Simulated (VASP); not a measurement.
A run of VASP 6.6.1 is set up as follows.

POSCAR

```
GdN
1.0
    3.3867809642      0.0000000000      0.0000000000
   -1.6933904821      2.9330383520      0.0000000000
    0.0000000000      0.0000000000      3.0801088260
Gd N
1 1
Direct
    0.0000000000      0.0000000000      0.0000000000
    0.6666666667      0.3333333333      0.5000000000
```

File INCAR.step1:

```
PREC     = Accurate       # precision mode
ENCUT    = 520            # plane-wave cutoff, eV
ISMEAR   = -1             # smearing method
SIGMA    = 0.01           # smearing width, eV
LREAL    = F              # projectors in reciprocal space
LASPH    = T              # aspherical terms in the spheres
NELM     = 150            # most SCF steps
ISPIN    = 2              # spin polarisation
MAGMOM   = 7 0            # initial moments
LMAXMIX  = 6              # l up to which the mixer works
NBANDS   = 22             # bands
GGA      = PE             # functional
ALGO     = Normal         # electronic algorithm
EDIFF    = 1E-4           # SCF threshold, eV
LWAVE    = T              # write WAVECAR
LCHARG   = F              # write CHGCAR
```

File INCAR.step2:

```
PREC     = Accurate       # precision mode
ENCUT    = 520            # plane-wave cutoff, eV
EDIFF    = 1E-7           # SCF threshold, eV
ISMEAR   = -1             # smearing method
SIGMA    = 0.01           # smearing width, eV
LREAL    = F              # projectors in reciprocal space
LASPH    = T              # aspherical terms in the spheres
NELM     = 150            # most SCF steps
ALGO     = Normal         # electronic algorithm
ISIF     = 2              # what is computed and relaxed
LWAVE    = F              # write WAVECAR
LCHARG   = F              # write CHGCAR
ISPIN    = 2              # spin polarisation
MAGMOM   = 7 0            # initial moments
LORBIT   = 11             # projections on sites
LMAXMIX  = 6              # l up to which the mixer works
METAGGA  = R2SCAN         # meta-GGA
LMIXTAU  = T            
NBANDS   = 22             # bands
ISTART   = 1
```

The input KPOINTS:

```
Automatic mesh
0
Gamma
  12 12 12
```

Potentials or basis: VASP PAW PBE potentials, release 64 (Gd, N).

The run is started by

```bash
$ cat potpaw_PBE.64/Gd/POTCAR potpaw_PBE.64/N/POTCAR > POTCAR
$ cp INCAR.step1 INCAR
$ mpirun -np 1 vasp_std > vasp.out
$ cp INCAR.step2 INCAR
$ mpirun -np 1 vasp_std > vasp.out
```

Q: What does it give for the pressure?

A: -0.1 GPa.

Q: Estimate the net moment.

A: 7.00 μB per cell.

Q: What does it give for the site moments?

A: Gd +6.79; N -0.09 μB.

Stress tensor (GPa, compression positive):
```
-0.13  0.00  0.00
 0.00 -0.13  0.00
 0.00  0.00  0.02
```

Caveat: the PAW data sets were made with another functional, which shifts forces and pressure a little; a cell with one magnetic atom can't hold antiferromagnetic order, which such compounds often take. The state reached can hang on the start; a lower one may exist.
